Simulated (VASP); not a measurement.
Set up this calculation in VASP 6.6.1, as the native input.

```
Task                   : single point
Functional             : revPBE
Potentials or basis    : VASP PAW PBE potentials, release 64 (Bi_d)
Cutoff                 : 520 eV
k mesh                 : 7 × 7 × 11
Occupations            : fermi-dirac, width 0.1 eV
Spin                   : no spin polarisation
Dipole correction      : no
Further INCAR settings : ALGO = Normal; EDIFF = 1e-06; NBANDS = 30
```

The structure of Bi lies in POSCAR:

```
Bi
1.0
    5.7743645236      0.0000000000      0.0000000000
   -2.8871822618      5.0007463681      0.0000000000
    0.0000000000      0.0000000000      3.3956380551
Bi
3
Direct
    0.0000000000      0.0000000000      0.0000000000
    0.3333333333      0.6666666667      0.5000000000
    0.6666666667      0.3333333333      0.5000000000
```

This isn't the form of Bi at room conditions, which is rhombohedral.

The input as run:

INCAR

```
SYSTEM = Bi
ALGO = Normal
EDIFF = 1E-6
ENCUT = 520
GGA = RE
ISIF = 2
ISMEAR = -1
LASPH = .True.
LCHARG = .False.
LREAL = .False.
LWAVE = .False.
NBANDS = 30
NELM = 60
PREC = Accurate
SIGMA = 0.1
```

KPOINTS

```
k-points
0
Gamma
  7 7 11
  0 0 0
```

Potentials or basis: VASP PAW PBE potentials, release 64 (Bi_d).

Launch:

```console
$ cat potpaw_PBE.64/Bi_d/POTCAR > POTCAR
$ mpirun -np 1 vasp_std > vasp.out
```

Results of the run:

```
Pressure               : 0.1 GPa
Band gap on the k mesh : zero (an odd number of electrons rules out a gap without spin polarisation)
```

Caveat: the PAW data sets were made with another functional, which shifts forces and pressure a little; spin-orbit coupling is left out, which moves the levels of the heavy elements.

It took 98 s on 1 thread of Intel(R) Xeon(R) Platinum 8259CL CPU @ 2.50GHz (Skylake/Cascade Lake), on a shared host, peak memory 0.29 GiB.
